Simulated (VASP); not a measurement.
# In (Immm) in VASP: notebook, part 2 of 2

VASP 6.6.1.

## Step 3: Single point, PBE (strain -0.0150 x Voigt [1, 0, 0, 0, 0, 0])

Input file INCAR:

```
SYSTEM = In
PREC = Accurate
ENCUT = 520
EDIFF = 1E-6
ISMEAR = 0
SIGMA = 0.15
LREAL = .False.
LASPH = .True.
NELM = 80
ALGO = Fast
ISIF = 2
LWAVE = .False.
LCHARG = .True.
GGA = PE
LELF = .True.
LVHAR = .True.
NBANDS = 12
```

Input file KPOINTS:

```
regular mesh
0
Gamma
  20 20 20
  0 0 0
```

Input file POSCAR:

```
In
1.0
   -1.6017577500      1.6261500000      2.4739500000
    1.6017577500     -1.6261500000      2.4739500000
    1.6017577500      1.6261500000     -2.4739500000
In
1
Direct
    0.0000000000      0.0000000000      0.0000000000
```

Potentials or basis: VASP PAW PBE potentials, release 64 (In_d).

Launch:

```sh
> cat potpaw_PBE.64/In_d/POTCAR > POTCAR
> mpirun -np 1 vasp_std > vasp.out
```

OUTCAR:

```text
SYSTEM = In
   PREC = Accurate
   ENCUT = 520
   EDIFF = 1E-6
   ISMEAR = 0
   LREAL = .False.
   LASPH = .True.
   NELM = 80
   ISIF = 2
   GGA = PE

 ion  position               nearest neighbor table
   1  0.000  0.000  0.000-

  LATTYP: Found a body centered orthorhombic cell.
 ALAT       =     3.2035155000
 B/A-ratio  =     1.0152284264
 C/A-ratio  =     1.5445219478

  Lattice vectors:

 A1 = (  -1.6017577500,   1.6261500000,   2.4739500000)
 A2 = (   1.6017577500,  -1.6261500000,   2.4739500000)
 A3 = (   1.6017577500,   1.6261500000,  -2.4739500000)

Analysis of symmetry for initial positions (statically):
=====================================================================
 Subroutine PRICEL returns:
 Original cell was already a primitive cell.

 Routine SETGRP: Setting up the symmetry group for a
 body centered orthorhombic supercell.

 Subroutine GETGRP returns: Found  8 space group operations
 (whereof  8 operations were pure point group operations)
 out of a pool of  8 trial point group operations.

The static configuration has the point symmetry D_2h.

Analysis of symmetry for dynamics (positions and initial velocities):
=====================================================================
 Subroutine PRICEL returns:
 Original cell was already a primitive cell.

 Routine SETGRP: Setting up the symmetry group for a
 body centered orthorhombic supercell.

 Subroutine GETGRP returns: Found  8 space group operations
 (whereof  8 operations were pure point group operations)
 out of a pool of  8 trial point group operations.

The dynamic configuration has the point symmetry D_2h.

 Subroutine INISYM returns: Found  8 space group operations
 (whereof  8 operations are pure point group operations),
 and found     1 'primitive' translations

----------------------------------------------------------------------------------------

                                     Primitive cell

  volume of cell :      25.7756

  direct lattice vectors                    reciprocal lattice vectors
    -1.601757750  1.626150000  2.473950000     0.000000000  0.307474710  0.202105944
     1.601757750 -1.626150000  2.473950000     0.312157066  0.000000000  0.202105944
     1.601757750  1.626150000 -2.473950000     0.312157066  0.307474710  0.000000000

  length of vectors
     3.366068971  3.366068971  3.366068971     0.367950418  0.371872084  0.438158341

  position of ions in fractional coordinates (direct lattice)
     0.000000000  0.000000000  0.000000000

  ion indices of the primitive-cell ions
   primitive index   ion index
                 1           1

----------------------------------------------------------------------------------------

 KPOINTS: regular mesh

Automatic generation of k-mesh.
 Grid dimensions read from file:
 generate k-points for:   20   20   20

 Generating k-lattice:

  Cartesian coordinates                     Fractional coordinates (reciprocal lattice)
     0.000000000  0.015373736  0.010105297     0.050000000  0.000000000  0.000000000
     0.015607853  0.000000000  0.010105297     0.000000000  0.050000000  0.000000000
     0.015607853  0.015373736  0.000000000     0.000000000  0.000000000  0.050000000

  Length of vectors
     0.018397521  0.018593604  0.021907917

  Shift w.r.t. Gamma in fractional coordinates (k-lattice)
     0.000000000  0.000000000  0.000000000

 Subroutine IBZKPT returns following result:
 ===========================================

 Found   1166 irreducible k-points:

 Following reciprocal coordinates:
            Coordinates               Weight
  0.000000  0.000000  0.000000      1.000000
  0.050000  0.000000 -0.000000      4.000000
  0.100000  0.000000  0.000000      4.000000
  0.150000  0.000000 -0.000000      4.000000
  0.200000  0.000000  0.000000      4.000000
  0.250000  0.000000  0.000000      4.000000
[... 16 lines left out ...]
 -0.450000  0.050000  0.000000      8.000000
 -0.400000  0.050000  0.000000      8.000000
 [... further k-points ...]
   k-points           NKPTS =   1166   k-points in BZ     NKDIM =   1166   number of bands    NBANDS=     12
   number of dos      NEDOS =    301   number of ions     NIONS =      1
   total plane-waves  NPLWV =  21952
   dimension x,y,z NGX =    28 NGY =   28 NGZ =   28
   dimension x,y,z NGXF=    56 NGYF=   56 NGZF=   56
   ions per type =               1
   NGX,Y,Z   is equivalent  to a cutoff of  13.83, 13.83, 13.83 a.u.
   NGXF,Y,Z  is equivalent  to a cutoff of  27.66, 27.66, 27.66 a.u.
 SYSTEM =  In
   PREC   = accura    normal or accurate (medium, high low for compatibility)
   ISTART =      0    job   : 0-new  1-cont  2-samecut
   ICHARG =      2    charge: 1-file 2-atom 10-const
   ISPIN  =      1    spin polarized calculation?
   LNONCOLLINEAR =      F non collinear calculations
   LSORBIT =      F    spin-orbit coupling
   LASPH  =      T    aspherical Exc in radial PAW
   ENCUT  =  520.0 eV  38.22 Ry    6.18 a.u.   6.26  6.26  6.26*2*pi/ulx,y,z
   NELM   =     80;   NELMIN=  2; NELMDL= -5     # of ELM steps
   EDIFF  = 0.1E-05   stopping-criterion for ELM
   LREAL  =      F    real-space projection
   EDIFFG = 0.1E-04   stopping-criterion for IOM
   NSW    =      0    number of steps for IOM
   IBRION =     -1    ionic relax: 0-MD 1-quasi-New 2-CG
   NFREE  =      0    steps in history (QN), initial steepest desc. (CG)
   ISIF   =      2    stress and relaxation
   ISYM   =      2    0-nonsym 1-usesym 2-fastsym
   POTIM  = 0.5000    time-step for ionic-motion
   TEBEG  =    0.0;   TEEND  =   0.0 temperature during run
   PSTRESS=    0.0 pullay stress
   NELECT =      13.0000    total number of electrons
   NUPDOWN=      -1.0000    fix difference up-down
   EMIN   =  10.00;   EMAX   =-10.00  energy-range for DOS
   EFERMI =   0.00;   METHOD = LEGACY
   ISMEAR =     0;   SIGMA  =   0.15  broadening in eV -4-tet -1-fermi 0-gaus
   EFERMI_NEDOS =   21; number of points for ismear=-14 and -15
   IALGO  =     68    algorithm
   IMIX   =      4    mixing-type and parameters
     AMIX     =   0.40;   BMIX     =  1.00
     AMIX_MAG =   1.60;   BMIX_MAG =  1.00
  volume/ion in A,a.u.               =      25.78       173.94
  Fermi-wavevector in a.u.,A,eV,Ry     =   1.303126  2.462552 23.104571  1.698138
  Thomas-Fermi vector in A             =   2.434149
   LORBIT       =      0    0 simple, 1 ext, 2 COOP (PROOUT), +10 PAW based schemes
   GGA     = PE    functional components
   LHFCALC =     F    Hartree Fock is set to
   AEXX    =    0.0000 exact exchange contribution
   IVDW    =     0    specifies the selected vdW correction
   LEPSILON=     F    determine dielectric tensor
   LRPA    =     F    only Hartree local field effects (RPA)
 non-spin polarized calculation
 RMM-DIIS sequential band-by-band and
 Gauss-broadening in eV      SIGMA  =   0.15
  energy-cutoff  :      520.00
  volume of cell :       25.78
 maximum number of plane-waves:       711
 NGX is ok and might be reduce to    28
   NGX = 13   NGY = 13   NGZ = 13

 number of electron      13.0000004 magnetization

 Free energy of the ion-electron system (eV)
  ---------------------------------------------------
  ext. energy  EPLUGINS =         0.00000000
  ---------------------------------------------------
  free energy    TOTEN  =        -2.54759907 eV

  energy without entropy =       -2.54232171  energy(sigma->0) =       -2.54496039

 E-fermi :   7.7066     XC(G=0): -10.3235

 val. band max:        7.7018249416   @ k =   0.2500   0.1500   0.1500
 cond. band min:       7.7152612772   @ k =  -0.2000   0.4000   0.0500
 fundamental gap:      0.0134363356
 Fermi energy:         7.7066126914

 k-point     1 :       0.0000    0.0000    0.0000
  band No.  band energies     occupation
      1      -7.0415      2.00000
      2      -6.9289      2.00000
      3      -6.9091      2.00000
      4      -6.8441      2.00000
      5      -6.7252      2.00000
      6      -1.9549      2.00000
      7      18.1422      0.00000
      8      18.5099      0.00000
      9      18.6002      0.00000
     10      19.3686      0.00000
     11      21.7068      0.00000
     12      21.7584      0.00000
[... 331 lines left out ...]
 k-point    24 :      -0.4000    0.0500    0.0000
  band No.  band energies     occupation
      1      -7.0180      2.00000
      2      -6.9939      2.00000
      3      -6.8832      2.00000
      4      -6.6794      2.00000
      5      -6.6385      2.00000
      6       1.4353      2.00000
      7       6.7662      2.00000
      8      15.1011      0.00000
      9      17.0184      0.00000
     10      18.7386      0.00000
     11      19.7540      0.00000
     12      21.8431      0.00000

 [... further k-points ...]
[... 5 lines left out ...]
  --------------------------------------------------------------------------------------
  -------------------------------------------------------------------------------------
  Total        0.4743107      0.4359606      0.3994438      0.0000000      0.0000000      0.0000000
  in kB       29.4825591     27.0987656     24.8289227      0.0000000      0.0000000      0.0000000
  external PRESSURE =      27.1367491 kB  Pullay stress =       0.0000000 kB

 VOLUME and BASIS-vectors are now :
 -----------------------------------------------------------------------------
  energy-cutoff  :      520.00
  volume of cell :       25.78
      direct lattice vectors                 reciprocal lattice vectors
    -1.601757750  1.626150000  2.473950000     0.000000000  0.307474710  0.202105944
     1.601757750 -1.626150000  2.473950000     0.312157066  0.000000000  0.202105944
     1.601757750  1.626150000 -2.473950000     0.312157066  0.307474710  0.000000000

 POSITION                                       TOTAL-FORCE (eV/Angst)
 -----------------------------------------------------------------------------------
      0.00000      0.00000      0.00000         0.000000      0.000000      0.000000
 -----------------------------------------------------------------------------------
    total drift:                               -0.000000     -0.000000     -0.000000

  FREE ENERGIE OF THE ION-ELECTRON SYSTEM (eV)
  ---------------------------------------------------
  free  energy   TOTEN  =        -2.5475990678 eV

  energy  without entropy=       -2.5423217055  energy(sigma->0) =       -2.54496039
```

OSZICAR:

```text
N       E                     dE             d eps       ncg     rms          rms(c)
DAV:   1     0.776941055874E+02    0.77694E+02   -0.62683E+03 28420   0.138E+03
DAV:   2     0.118775971738E+01   -0.76506E+02   -0.74569E+02 29232   0.290E+02
DAV:   3    -0.248933213625E+01   -0.36771E+01   -0.36640E+01 33364   0.642E+01
DAV:   4    -0.257256848273E+01   -0.83236E-01   -0.83210E-01 35372   0.956E+00
DAV:   5    -0.257637004518E+01   -0.38016E-02   -0.38014E-02 38816   0.182E+00    0.238E+00
RMM:   6    -0.255240560855E+01    0.23964E-01   -0.30146E-02 34484   0.274E+00    0.127E+00
RMM:   7    -0.254769778418E+01    0.47078E-02   -0.12270E-02 33241   0.146E+00    0.265E-01
RMM:   8    -0.254751992050E+01    0.17786E-03   -0.17254E-03 37576   0.647E-01    0.561E-02
RMM:   9    -0.254758592209E+01   -0.66002E-04   -0.59077E-04 43318   0.261E-01    0.590E-02
RMM:  10    -0.254759275164E+01   -0.68296E-05   -0.16133E-04 39434   0.224E-01    0.773E-03
RMM:  11    -0.254759838210E+01   -0.56305E-05   -0.77357E-05 46182   0.909E-02    0.155E-02
RMM:  12    -0.254760034386E+01   -0.19618E-05   -0.12197E-05 37159   0.382E-02    0.431E-02
RMM:  13    -0.254759928109E+01    0.10628E-05   -0.22159E-06 24125   0.233E-02    0.166E-02
RMM:  14    -0.254759906780E+01    0.21329E-06   -0.10202E-06 19380   0.112E-02
   1 F= -.25475991E+01 E0= -.25449604E+01  d E =-.527736E-02
```

Run time: 7.3 min. Hardware: 1 thread of Intel Xeon Platinum 8259CL at 2.50GHz (Skylake/Cascade Lake), shared host; peak memory 0.44 GiB.

What came out:

| Item | Value |
| --- | --- |
| Free energy | -2.5476 eV |
| Pressure | 2.7 GPa |
| Band gap on the k mesh | zero (an odd number of electrons rules out a gap without spin polarisation) |

Stress tensor (GPa, compression positive):
```
2.95 0.00 0.00
0.00 2.71 0.00
0.00 0.00 2.48
```

Caveat: the cell differs from its parent crystal (strain -0.0150 x Voigt [1, 0, 0, 0, 0, 0]); spin-orbit coupling is left out, which moves the levels of the heavy elements.

## Step 4: Single point, PBE (strain -0.0100 x Voigt [1, 0, 0, 0, 0, 0])

Input file INCAR:

```
SYSTEM = In
ALGO     = Fast           ! electronic algorithm
EDIFF    = 1E-6           ! SCF threshold, eV
ENCUT    = 520            ! plane-wave cutoff, eV
GGA      = PE             ! functional
ISIF     = 2              ! what is computed and relaxed
ISMEAR   = 0              ! smearing method
LASPH    = .True.         ! aspherical terms in the spheres
LCHARG   = .False.        ! write CHGCAR
LREAL    = .False.        ! projectors in reciprocal space
LWAVE    = .False.        ! write WAVECAR
NBANDS   = 12             ! bands
NELM     = 100            ! most SCF steps
PREC     = Accurate       ! precision mode
SIGMA    = 0.15           ! smearing width, eV
```

Input file KPOINTS:

```
k-points
0
Gamma
  20 20 20
  0 0 0
```

Input file POSCAR:

```
In
1.0
   -1.6098885000      1.6261500000      2.4739500000
    1.6098885000     -1.6261500000      2.4739500000
    1.6098885000      1.6261500000     -2.4739500000
In
1
Direct
    0.0000000000      0.0000000000      0.0000000000
```

Launch:

```sh
> cat potpaw_PBE.64/In_d/POTCAR > POTCAR
> mpirun -np 1 vasp_std > vasp.out
```

Run time: 6.7 min. Hardware: 1 thread of Intel Xeon Platinum 8259CL at 2.50GHz (Skylake/Cascade Lake), shared host; peak memory 0.44 GiB.

The run converged. Its results:

```
Free energy            : -2.5499 eV
Pressure               : 2.4 GPa
Band gap on the k mesh : zero (an odd number of electrons rules out a gap without spin polarisation)
```

Stress tensor (GPa, compression positive):
```
2.61 0.00 0.00
0.00 2.47 0.00
0.00 0.00 2.19
```

Levels at points of the mesh, in eV from the Fermi level:
```tsv
k point	band 3	band 4	band 5	band 6	band 7	band 8	band 9	band 10
(0.00, 0.00, 0.00)	-14.61	-14.54	-14.43	-9.62	10.47	10.77	10.78	11.62
(0.50, 0.00, 0.00)	-14.60	-14.34	-14.31	-4.38	-3.44	7.51	9.38	11.23
(0.00, 0.50, 0.00)	-14.61	-14.35	-14.30	-4.26	-3.41	7.52	9.17	11.07
(0.50, 0.50, 0.00)	-14.34	-14.33	-14.23	-1.98	-1.60	3.50	3.96	7.04
(0.50, 0.50, 0.50)	-14.33	-14.30	-14.29	-2.98	-2.75	4.65	4.94	8.13
```

Caveat: the cell differs from its parent crystal (strain -0.0100 x Voigt [1, 0, 0, 0, 0, 0]); spin-orbit coupling is left out, which moves the levels of the heavy elements.

## Step 5: The runs side by side

```tsv
cell	gap on the mesh (eV)	pressure (GPa)
a = 3.362 Å, angles 123.4, 122.2, 85.2°, 1 atom	none	3.0
a = 3.366 Å, angles 123.2, 122.2, 85.4°, 1 atom	none	2.7
a = 3.370 Å, angles 122.9, 122.3, 85.5°, 1 atom	none	2.4
```

Alike in all rows: task single point; level PBE; potentials or basis VASP PAW PBE potentials, release 64 (In_d); no spin polarisation; k mesh 20 × 20 × 20; cutoff (eV) 520; smearing gaussian 0.15 eV.

Caveats: spin-orbit coupling is left out, which moves the levels of the heavy elements.

Absolute energies hang on the potentials; compare differences alone.
